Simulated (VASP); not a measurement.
# KBaI3 (Pm-3m) in VASP: notebook

The runs below take KBaI3 through single point, with PBE.

All numbers are computed with VASP 6.6.1; they aren't measurements. Logs are shortened: lines on timing, memory, paths and dates and some standing lists are left out, and cuts for length are marked.

**1. The cell of the first run**

Symmetry: Pm-3m, No. 221, cubic system. Conventional cell: a = 6.719 Å, b = 6.719 Å, c = 6.719 Å, α = 90.00°, β = 90.00°, γ = 90.00°. Ba (site symmetry m-3m) has 6 I at 3.36 Å within 4.4 Å. Within 4.4 Å of I (site symmetry 4/mmm) lie 2 Ba at 3.36 Å.

**2. Single point, PBE**

Contents of INCAR:

```
ALGO = Normal
EDIFF = 1E-6
ENCUT = 520
GGA = PE
ISIF = 2
ISMEAR = 0
LASPH = True
LCHARG = False
LREAL = False
LWAVE = False
NBANDS = 28
NELM = 80
PREC = Accurate
SIGMA = 0.01
```

Contents of KPOINTS:

```
k-points
0
Gamma
  2 2 2
```

Contents of POSCAR:

```
KBaI3
1.0
    6.7191903973      0.0000000000      0.0000000000
    0.0000000000      6.7191903973      0.0000000000
    0.0000000000      0.0000000000      6.7191903973
K Ba I
1 1 3
Direct
    0.0000000000      0.0000000000      0.0000000000
    0.5000000000      0.5000000000      0.5000000000
    0.5000000000      0.5000000000      0.0000000000
    0.5000000000      0.0000000000      0.5000000000
    0.0000000000      0.5000000000      0.5000000000
```

Potentials or basis: VASP PAW PBE potentials, release 64 (K_sv, Ba_sv, I).

On the command line:

```sh
cat potpaw_PBE.64/K_sv/POTCAR potpaw_PBE.64/Ba_sv/POTCAR potpaw_PBE.64/I/POTCAR > POTCAR
mpirun -np 1 vasp_std > vasp.out
```

OUTCAR:

```text
EDIFF = 1E-6
   ENCUT = 520
   GGA = PE
   ISIF = 2
   ISMEAR = 0
   LASPH = True
   LREAL = False
   NELM = 80
   PREC = Accurate

 ion  position               nearest neighbor table
   1  0.000  0.000  0.000-
   2  0.500  0.500  0.500-   3 3.36   4 3.36   5 3.36   3 3.36   4 3.36   5 3.36
   3  0.500  0.500  0.000-   2 3.36   2 3.36
   4  0.500  0.000  0.500-   2 3.36   2 3.36
   5  0.000  0.500  0.500-   2 3.36   2 3.36

  LATTYP: Found a simple cubic cell.
 ALAT       =     6.7191903973

  Lattice vectors:

 A1 = (   6.7191903973,   0.0000000000,   0.0000000000)
 A2 = (   0.0000000000,   6.7191903973,   0.0000000000)
 A3 = (   0.0000000000,   0.0000000000,   6.7191903973)

Analysis of symmetry for initial positions (statically):
=====================================================================
 Subroutine PRICEL returns:
 Original cell was already a primitive cell.

 Routine SETGRP: Setting up the symmetry group for a
 simple cubic supercell.

 Subroutine GETGRP returns: Found 48 space group operations
 (whereof 48 operations were pure point group operations)
 out of a pool of 48 trial point group operations.

The static configuration has the point symmetry O_h .

Analysis of symmetry for dynamics (positions and initial velocities):
=====================================================================
 Subroutine PRICEL returns:
 Original cell was already a primitive cell.

 Routine SETGRP: Setting up the symmetry group for a
 simple cubic supercell.

 Subroutine GETGRP returns: Found 48 space group operations
 (whereof 48 operations were pure point group operations)
 out of a pool of 48 trial point group operations.

The dynamic configuration has the point symmetry O_h .

 Subroutine INISYM returns: Found 48 space group operations
 (whereof 48 operations are pure point group operations),
 and found     1 'primitive' translations

----------------------------------------------------------------------------------------

                                     Primitive cell

  volume of cell :     303.3548

  direct lattice vectors                    reciprocal lattice vectors
     6.719190397  0.000000000  0.000000000     0.148827454  0.000000000  0.000000000
     0.000000000  6.719190397  0.000000000     0.000000000  0.148827454  0.000000000
     0.000000000  0.000000000  6.719190397     0.000000000  0.000000000  0.148827454

  length of vectors
     6.719190397  6.719190397  6.719190397     0.148827454  0.148827454  0.148827454

  position of ions in fractional coordinates (direct lattice)
     0.000000000  0.000000000  0.000000000
     0.500000000  0.500000000  0.500000000
     0.500000000  0.500000000  0.000000000
     0.500000000  0.000000000  0.500000000
     0.000000000  0.500000000  0.500000000

  ion indices of the primitive-cell ions
   primitive index   ion index
                 1           1
                 2           2
                 3           3
                 4           4
                 5           5

----------------------------------------------------------------------------------------

 KPOINTS: k-points

Automatic generation of k-mesh.
 Grid dimensions read from file:
 generate k-points for:    2    2    2

 Generating k-lattice:

  Cartesian coordinates                     Fractional coordinates (reciprocal lattice)
     0.074413727  0.000000000  0.000000000     0.500000000  0.000000000  0.000000000
     0.000000000  0.074413727  0.000000000     0.000000000  0.500000000  0.000000000
     0.000000000  0.000000000  0.074413727     0.000000000  0.000000000  0.500000000

  Length of vectors
     0.074413727  0.074413727  0.074413727

  Shift w.r.t. Gamma in fractional coordinates (k-lattice)
     0.000000000  0.000000000  0.000000000

 Subroutine IBZKPT returns following result:
 ===========================================

 Found      4 irreducible k-points:

 Following reciprocal coordinates:
            Coordinates               Weight
  0.000000  0.000000  0.000000      1.000000
  0.500000  0.000000  0.000000      3.000000
  0.500000  0.500000  0.000000      3.000000
  0.500000  0.500000  0.500000      1.000000
   k-points           NKPTS =      4   k-points in BZ     NKDIM =      4   number of bands    NBANDS=     28
   number of dos      NEDOS =    301   number of ions     NIONS =      5
   total plane-waves  NPLWV = 125000
   dimension x,y,z NGX =    50 NGY =   50 NGZ =   50
   dimension x,y,z NGXF=   100 NGYF=  100 NGZF=  100
   ions per type =               1   1   3
   NGX,Y,Z   is equivalent  to a cutoff of  12.37, 12.37, 12.37 a.u.
   NGXF,Y,Z  is equivalent  to a cutoff of  24.74, 24.74, 24.74 a.u.
 SYSTEM =  unknown system
   PREC   = accura    normal or accurate (medium, high low for compatibility)
   ISTART =      0    job   : 0-new  1-cont  2-samecut
   ICHARG =      2    charge: 1-file 2-atom 10-const
   ISPIN  =      1    spin polarized calculation?
   LNONCOLLINEAR =      F non collinear calculations
   LSORBIT =      F    spin-orbit coupling
   LASPH  =      T    aspherical Exc in radial PAW
   ENCUT  =  520.0 eV  38.22 Ry    6.18 a.u.  12.49 12.49 12.49*2*pi/ulx,y,z
   NELM   =     80;   NELMIN=  2; NELMDL= -5     # of ELM steps
   EDIFF  = 0.1E-05   stopping-criterion for ELM
   LREAL  =      F    real-space projection
   EDIFFG = 0.1E-04   stopping-criterion for IOM
   NSW    =      0    number of steps for IOM
   IBRION =     -1    ionic relax: 0-MD 1-quasi-New 2-CG
   NFREE  =      0    steps in history (QN), initial steepest desc. (CG)
   ISIF   =      2    stress and relaxation
   ISYM   =      2    0-nonsym 1-usesym 2-fastsym
   POTIM  = 0.5000    time-step for ionic-motion
   TEBEG  =    0.0;   TEEND  =   0.0 temperature during run
   PSTRESS=    0.0 pullay stress
   NELECT =      40.0000    total number of electrons
   NUPDOWN=      -1.0000    fix difference up-down
   EMIN   =  10.00;   EMAX   =-10.00  energy-range for DOS
   EFERMI =   0.00;   METHOD = LEGACY
   ISMEAR =     0;   SIGMA  =   0.01  broadening in eV -4-tet -1-fermi 0-gaus
   EFERMI_NEDOS =   21; number of points for ismear=-14 and -15
   IALGO  =     38    algorithm
   IMIX   =      4    mixing-type and parameters
     AMIX     =   0.40;   BMIX     =  1.00
     AMIX_MAG =   1.60;   BMIX_MAG =  1.00
  volume/ion in A,a.u.               =      60.67       409.43
  Fermi-wavevector in a.u.,A,eV,Ry     =   0.833255  1.574623  9.446712  0.694314
  Thomas-Fermi vector in A             =   1.946448
   LORBIT       =      0    0 simple, 1 ext, 2 COOP (PROOUT), +10 PAW based schemes
   GGA     = PE    functional components
   LHFCALC =     F    Hartree Fock is set to
   AEXX    =    0.0000 exact exchange contribution
   IVDW    =     0    specifies the selected vdW correction
   LEPSILON=     F    determine dielectric tensor
   LRPA    =     F    only Hartree local field effects (RPA)
 non-spin polarized calculation
 Gauss-broadening in eV      SIGMA  =   0.01
  energy-cutoff  :      520.00
  volume of cell :      303.35
 maximum number of plane-waves:      8217
 NGX is ok and might be reduce to    50
   NGX = 25   NGY = 25   NGZ = 25

 number of electron      40.0000007 magnetization

 Free energy of the ion-electron system (eV)
  ---------------------------------------------------
  ext. energy  EPLUGINS =         0.00000000
  ---------------------------------------------------
  free energy    TOTEN  =       -15.03242411 eV

  energy without entropy =      -15.03242411  energy(sigma->0) =      -15.03242411

 E-fermi :  -0.7386     XC(G=0):  -6.3224

 val. band max:       -0.7875890151   @ k =   0.5000   0.5000   0.5000
 cond. band min:       2.2975738841   @ k =   0.0000   0.0000   0.0000
 fundamental gap:      3.0851628991
 Fermi energy:        -0.7385967776

 k-point     1 :       0.0000    0.0000    0.0000
  band No.  band energies     occupation
      1     -31.2224      2.00000
      2     -27.0963      2.00000
      3     -14.6621      2.00000
      4     -14.6621      2.00000
      5     -14.6621      2.00000
      6     -12.3907      2.00000
[... 20 lines left out ...]
     27       4.6429      0.00000
     28       4.6429      0.00000

 k-point     2 :       0.5000    0.0000    0.0000
  band No.  band energies     occupation
      1     -31.2224      2.00000
      2     -27.0962      2.00000
      3     -14.6626      2.00000
      4     -14.6621      2.00000
      5     -14.6621      2.00000
      6     -12.7010      2.00000
[... 20 lines left out ...]
     27       4.9262      0.00000
     28       5.4218      0.00000

 k-point     3 :       0.5000    0.5000    0.0000
  band No.  band energies     occupation
      1     -31.2224      2.00000
      2     -27.0960      2.00000
      3     -14.6625      2.00000
      4     -14.6625      2.00000
      5     -14.6620      2.00000
      6     -12.6995      2.00000
[... 20 lines left out ...]
     27       5.0123      0.00000
     28       5.1020      0.00000

 k-point     4 :       0.5000    0.5000    0.5000
  band No.  band energies     occupation
      1     -31.2224      2.00000
      2     -27.0958      2.00000
      3     -14.6624      2.00000
      4     -14.6624      2.00000
      5     -14.6624      2.00000
      6     -12.6982      2.00000
[... 20 lines left out ...]
     27       5.0959      0.00000
     28       6.0819      0.00000

------------------------ aborting loop because EDIFF is reached ----------------------------------------

  FORCE on cell =-STRESS in cart. coord.  units (eV):
  Direction    XX          YY          ZZ          XY          YZ          ZX
  --------------------------------------------------------------------------------------
  -------------------------------------------------------------------------------------
  Total        0.8596629      0.8596629      0.8596629      0.0000000      0.0000000     -0.0000000
  in kB        4.5403352      4.5403352      4.5403352      0.0000000      0.0000000     -0.0000000
  external PRESSURE =       4.5403352 kB  Pullay stress =       0.0000000 kB

 VOLUME and BASIS-vectors are now :
 -----------------------------------------------------------------------------
  energy-cutoff  :      520.00
  volume of cell :      303.35
      direct lattice vectors                 reciprocal lattice vectors
     6.719190397  0.000000000  0.000000000     0.148827454  0.000000000  0.000000000
     0.000000000  6.719190397  0.000000000     0.000000000  0.148827454  0.000000000
     0.000000000  0.000000000  6.719190397     0.000000000  0.000000000  0.148827454

 POSITION                                       TOTAL-FORCE (eV/Angst)
 -----------------------------------------------------------------------------------
      0.00000      0.00000      0.00000         0.000000      0.000000      0.000000
      3.35960      3.35960      3.35960         0.000000      0.000000      0.000000
      3.35960      3.35960      0.00000         0.000000      0.000000      0.000000
      3.35960      0.00000      3.35960         0.000000      0.000000      0.000000
      0.00000      3.35960      3.35960         0.000000      0.000000      0.000000
 -----------------------------------------------------------------------------------
    total drift:                                0.000000     -0.000000      0.000000

  FREE ENERGIE OF THE ION-ELECTRON SYSTEM (eV)
  ---------------------------------------------------
  free  energy   TOTEN  =       -15.0324241141 eV

  energy  without entropy=      -15.0324241141  energy(sigma->0) =      -15.03242411
```

Run time: 29 s. Hardware: 1 thread of Intel Xeon 6975P-C (Granite Rapids), shared host; peak memory 0.35 GiB.

Results:

```yaml
Free_energy: -15.0324 eV
Pressure: 0.5 GPa
Band_gap_on_the_k_mesh: 3.09 eV (least direct gap 3.26 eV)
```

Levels at points of the mesh, in eV from the valence-band top:
```tsv
k point	band 18	band 19	band 20	band 21	band 22	band 23
(0.00, 0.00, 0.00)	-0.18	-0.18	-0.18	3.09	3.98	3.98
(0.50, 0.00, 0.00)	-0.47	-0.24	-0.24	4.08	4.25	4.60
(0.50, 0.50, 0.00)	-0.60	-0.55	-0.01	4.50	5.05	5.05
(0.50, 0.50, 0.50)	0.00	0.00	0.00	3.81	5.49	5.49
```

Caveat: the k points lie up to 0.47 Å⁻¹ apart; spin-orbit coupling is left out, which moves the levels of the heavy elements. A k mesh can miss the band edges.

**3. Single point, PBE**

Contents of INCAR:

```
ALGO     = Normal         # electronic algorithm
EDIFF    = 1E-7           # SCF threshold, eV
ENCUT    = 520            # plane-wave cutoff, eV
GGA      = PE             # functional
ISIF     = 2              # what is computed and relaxed
ISMEAR   = 0              # smearing method
LASPH    = T              # aspherical terms in the spheres
LCHARG   = F              # write CHGCAR
LREAL    = F              # projectors in reciprocal space
LWAVE    = F              # write WAVECAR
NBANDS   = 28             # bands
NELM     = 80             # most SCF steps
PREC     = Accurate       # precision mode
SIGMA    = 0.01           # smearing width, eV
```

Contents of KPOINTS:

```
k-points
0
Gamma
  4 4 4
```

POSCAR is that of step 2.

Potentials or basis: VASP PAW PBE potentials, release 64 (K_sv, Ba_sv, I).

On the command line:

```sh
cat potpaw_PBE.64/K_sv/POTCAR potpaw_PBE.64/Ba_sv/POTCAR potpaw_PBE.64/I/POTCAR > POTCAR
mpirun -np 1 vasp_std > vasp.out
```

OUTCAR:

```text
EDIFF = 1E-7
   ENCUT = 520
   GGA = PE
   ISIF = 2
   ISMEAR = 0
   LASPH = T
   LREAL = F
   NELM = 80
   PREC = Accurate

 ion  position               nearest neighbor table
   1  0.000  0.000  0.000-
   2  0.500  0.500  0.500-   3 3.36   4 3.36   5 3.36   3 3.36   4 3.36   5 3.36
   3  0.500  0.500  0.000-   2 3.36   2 3.36
   4  0.500  0.000  0.500-   2 3.36   2 3.36
   5  0.000  0.500  0.500-   2 3.36   2 3.36
[... 496 lines left out ...]
  Direction    XX          YY          ZZ          XY          YZ          ZX
  --------------------------------------------------------------------------------------
  -------------------------------------------------------------------------------------
  Total        0.4620185      0.4620185      0.4620185     -0.0000000     -0.0000000      0.0000000
  in kB        2.4401647      2.4401647      2.4401647     -0.0000000     -0.0000000      0.0000000
  external PRESSURE =       2.4401647 kB  Pullay stress =       0.0000000 kB

 VOLUME and BASIS-vectors are now :
 -----------------------------------------------------------------------------
  energy-cutoff  :      520.00
  volume of cell :      303.35
      direct lattice vectors                 reciprocal lattice vectors
     6.719190397  0.000000000  0.000000000     0.148827454  0.000000000  0.000000000
     0.000000000  6.719190397  0.000000000     0.000000000  0.148827454  0.000000000
     0.000000000  0.000000000  6.719190397     0.000000000  0.000000000  0.148827454

 POSITION                                       TOTAL-FORCE (eV/Angst)
 -----------------------------------------------------------------------------------
      0.00000      0.00000      0.00000         0.000000      0.000000      0.000000
      3.35960      3.35960      3.35960         0.000000      0.000000      0.000000
      3.35960      3.35960      0.00000         0.000000      0.000000      0.000000
      3.35960      0.00000      3.35960         0.000000      0.000000      0.000000
      0.00000      3.35960      3.35960         0.000000      0.000000      0.000000
 -----------------------------------------------------------------------------------
    total drift:                                0.000000     -0.000000      0.000000

  FREE ENERGIE OF THE ION-ELECTRON SYSTEM (eV)
  ---------------------------------------------------
  free  energy   TOTEN  =       -15.1630566356 eV

  energy  without entropy=      -15.1630566356  energy(sigma->0) =      -15.16305664
```

stdout:

```text
POSCAR found type information on POSCAR K BaI
 POSCAR found :  3 types and       5 ions
 scaLAPACK will be used
 LDA part: xc-table for (Slater+PW92), standard interpolation
 POSCAR, INCAR and KPOINTS ok, starting setup
 FFT: planning ... GRIDC
 FFT: planning ... GRID_SOFT
 FFT: planning ... GRID
 WAVECAR not read
 entering main loop
```

Wall time 61 s (1 thread of Intel Xeon 6975P-C (Granite Rapids), shared host); peak memory 0.38 GiB.

Results:

- Free energy: -15.1631 eV
- Pressure: 0.2 GPa
- Band gap on the k mesh: 3.09 eV (least direct gap 3.27 eV)

Caveat: spin-orbit coupling is left out, which moves the levels of the heavy elements.

**4. Single point, PBE**

Contents of INCAR:

```
SYSTEM = KBaI3
ALGO     = Normal         ! electronic algorithm
EDIFF    = 1E-6           ! SCF threshold, eV
ENCUT    = 520            ! plane-wave cutoff, eV
GGA      = PE             ! functional
ISIF     = 2              ! what is computed and relaxed
ISMEAR   = 0              ! smearing method
LASPH    = .True.         ! aspherical terms in the spheres
LCHARG   = .True.         ! write CHGCAR
LELF     = .True.         ! ELF
LREAL    = .False.        ! projectors in reciprocal space
LVHAR    = .True.       
LWAVE    = .False.        ! write WAVECAR
NBANDS   = 28             ! bands
NELM     = 60             ! most SCF steps
PREC     = Accurate       ! precision mode
SIGMA    = 0.01           ! smearing width, eV
```

Contents of KPOINTS:

```
k-points
0
Gamma
  4 4 4
  0 0 0
```

POSCAR is that of step 3.

On the command line:

```sh
cat potpaw_PBE.64/K_sv/POTCAR potpaw_PBE.64/Ba_sv/POTCAR potpaw_PBE.64/I/POTCAR > POTCAR
mpirun -np 1 vasp_std > vasp.out
```

Run time: 57 s. Hardware: 1 thread of Intel Xeon 6975P-C (Granite Rapids), shared host; peak memory 0.39 GiB.

Results (log left out):

```yaml
Free_energy: -15.1631 eV
Pressure: 0.2 GPa
Band_gap_on_the_k_mesh: 3.09 eV (least direct gap 3.27 eV)
```

Levels at points of the mesh, in eV from the valence-band top:
```
           k point  band 17  band 18  band 19  band 20  band 21  band 22  band 23  band 24
(0.00, 0.00, 0.00)    -0.39    -0.17    -0.17    -0.17     3.09     4.02     4.02     4.02
(0.50, 0.00, 0.00)    -0.65    -0.47    -0.24    -0.24     4.11     4.26     4.61     5.01
(0.50, 0.50, 0.00)    -0.59    -0.59    -0.54    -0.01     4.51     5.09     5.09     5.34
(0.50, 0.50, 0.50)    -1.21     0.00     0.00     0.00     3.82     5.51     5.51     5.51
```

Caveat: spin-orbit coupling is left out, which moves the levels of the heavy elements. A k mesh can miss the band edges.

(Part 1 of 2 ends here.)
